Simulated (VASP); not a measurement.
A run of VASP 6.6.1 is set up as follows.

File POSCAR:

```
CsH
1.0
    0.0000000000      3.3155200000      3.0604800000
    3.3155200000      0.0000000000      3.0604800000
    3.3155200000      3.3155200000      0.0000000000
Cs H
1 1
Direct
    0.0000000000      0.0000000000      0.0000000000
    0.5000000000      0.5000000000      0.5000000000
```

File INCAR.step1:

```
SYSTEM = CsH
PREC = Accurate
ENCUT = 520
ISMEAR = 0
SIGMA = 0.05
LREAL = .FALSE.
LASPH = .TRUE.
NELM = 100
NBANDS = 12
GGA = PE
ALGO = Normal
EDIFF = 1E-4
LWAVE = .TRUE.
LCHARG = .FALSE.
```

Contents of INCAR.step2:

```
SYSTEM = CsH
PREC = Accurate
ENCUT = 520
EDIFF = 1E-6
ISMEAR = 0
SIGMA = 0.05
LREAL = .FALSE.
LASPH = .TRUE.
NELM = 100
ALGO = Normal
ISIF = 2
LWAVE = .FALSE.
LCHARG = .FALSE.
METAGGA = R2SCAN
LMIXTAU = .TRUE.
NBANDS = 12
ISTART = 1
```

The input KPOINTS:

```
Automatic mesh
0
G
  6 6 6
  0 0 0
```

Potentials or basis: VASP PAW PBE potentials, release 64 (Cs_sv, H).

Run with:

```console
$ cat potpaw_PBE.64/Cs_sv/POTCAR potpaw_PBE.64/H/POTCAR > POTCAR
$ cp INCAR.step1 INCAR
$ mpirun -np 1 vasp_std > vasp.out
$ cp INCAR.step2 INCAR
$ mpirun -np 1 vasp_std > vasp.out
```

Problem. What does it give for the pressure?

Solution. -0.2 GPa.

Problem. Estimate the band gap on the k mesh.

Solution. 2.67 eV.

Stress tensor (GPa, compression positive):
```
-0.75  0.00  0.00
 0.00 -0.75  0.00
 0.00  0.00  1.04
```

Caveat: the cell differs from its parent crystal (strain +0.040 along x and y, -0.040 along z); the PAW data sets were made with another functional, which shifts forces and pressure a little; spin-orbit coupling is left out, which moves the levels of the heavy elements. A k mesh can miss the band edges.
